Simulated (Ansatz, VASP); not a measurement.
Si3C: VASP beside Ansatz

INCAR

```
SYSTEM = Si3C
ALGO     = Normal         ! electronic algorithm
EDIFF    = 1E-7           ! SCF threshold, eV
EDIFFG   = -0.01          ! ionic threshold
ENCUT    = 600            ! plane-wave cutoff, eV
GGA      = PE             ! functional
IBRION   = 2              ! ionic algorithm
ISIF     = 3              ! what is computed and relaxed
ISMEAR   = 0              ! smearing method
LASPH    = .TRUE.         ! aspherical terms in the spheres
LCHARG   = .FALSE.        ! write CHGCAR
LREAL    = .FALSE.        ! projectors in reciprocal space
LWAVE    = .FALSE.        ! write WAVECAR
NELM     = 100            ! most SCF steps
NSW      = 100            ! ionic steps
PREC     = Accurate       ! precision mode
SIGMA    = 0.1            ! smearing width, eV
```

File KPOINTS:

```
k-points
0
G
  24 24 6
  0 0 0
```

The input POSCAR:

```
Si3C
1.0
    2.5812866265      0.0000000000      0.0000000000
   -1.2906433133      2.2354597930      0.0000000000
    0.0000000000      0.0000000000      8.8644206721
Si C
3 1
Direct
    0.0000000000      0.0000000000      0.7099565058
    0.0000000000      0.0000000000      0.0000000000
    0.0000000000      0.0000000000      0.2900434942
    0.0000000000      0.0000000000      0.5000000000
```

Input for Ansatz:

```yaml
crystal:
  lattice:
    - [2.5812866265, 0.0, 0.0]
    - [-1.2906433133, 2.235459793, 0.0]
    - [0.0, 0.0, 8.8644206721]
  atoms:
    - { symbol: Si, position: [0.0, 0.0, 0.7099565058] }
    - { symbol: Si, position: [0.0, 0.0, 0.0] }
    - { symbol: Si, position: [0.0, 0.0, 0.2900434942] }
    - { symbol: C, position: [0.0, 0.0, 0.5] }
basis:
  ecutwfc: 420
kpoints:
  mp_grid: { grid: [24, 24, 6] }
hamiltonian:
  xc: pbe
scf:
  occupations: { method: gaussian, width: 0.1 }
output:
  forces: true
  stress: true
  eigenvalues: true
relax:
  adjacent_minimum: "off"
  f_tol: 0.01
  max_steps: 80
  cell: { stress_tol: 0.05 }
```

Alike in both runs: task relaxation of cell and atoms; functional PBE; k mesh 24 × 24 × 6; occupations gaussian, width 0.1 eV; no spin polarisation.

```csv
,VASP,Ansatz
version,VASP 6.6.1,Ansatz 0.2.0
potentials or method,"VASP PAW PBE potentials, release 64 (Si, C), cutoff 600 eV","scalar-relativistic, plane waves, PAW"
valence electrons in the cell,16,16
```

```tsv
	VASP	Ansatz	Ansatz less VASP
gap on the k mesh at the Fermi level, each at its own relaxed structure (eV)	none	none	-
relaxed volume (Å³/atom)	12.83	12.84	+0.012
relaxed cell length with the largest relative difference (Å)	2.580	2.581	+0.0017
```

A gap of «none» marks a metal or a gap that the smearing closes.

Noted on VASP's run: too few bands were computed for a metal, which touches its energy and stress.
